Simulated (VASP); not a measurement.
A run of VASP 6.6.1 is set up as follows.

The input INCAR:

```
SYSTEM = CdS
ALGO = Normal
EDIFF = 1E-6
ENCUT = 520
GGA = PS
ISIF = 2
ISMEAR = 0
LASPH = .True.
LCHARG = .False.
LREAL = .False.
LWAVE = .False.
NBANDS = 26
NELM = 80
PREC = Accurate
SIGMA = 0.01
```

KPOINTS

```
k-points
0
Gamma
  6 6 4
  0 0 0
```

POSCAR

```
CdS
1.0
    4.0413804136      0.0000000000      0.0000000000
   -2.0206902068      3.4999381045      0.0000000000
    0.0000000000      0.0000000000      6.7902072101
Cd S
2 2
Direct
    0.3333333333      0.6666666667     -0.0007769940
    0.6666666667      0.3333333333      0.4992230060
    0.3333333333      0.6666666667      0.3757769940
    0.6666666667      0.3333333333      0.8757769940
```

Potentials or basis: VASP PAW PBE potentials, release 64 (Cd, S).

The run is started by

```bash
$ cat potpaw_PBE.64/Cd/POTCAR potpaw_PBE.64/S/POTCAR > POTCAR
$ mpirun -np 1 vasp_std > vasp.out
```

Problem. What does it give for the largest force?

Solution. 0.270 eV/Å.

Problem. What does it give for the band gap on the k mesh?

Solution. 1.11 eV.

Problem. What does it give for the pressure?

Solution. 2.4 GPa.

Forces in eV/Å, atoms in the order of the input:
```
Cd   0.000  0.000  0.270
Cd   0.000  0.000  0.270
S    0.000  0.000 -0.270
S    0.000  0.000 -0.270
```

Caveat: the cell differs from its parent crystal (in-plane strain -0.02); the PAW data sets were made with another functional, which shifts forces and pressure a little.
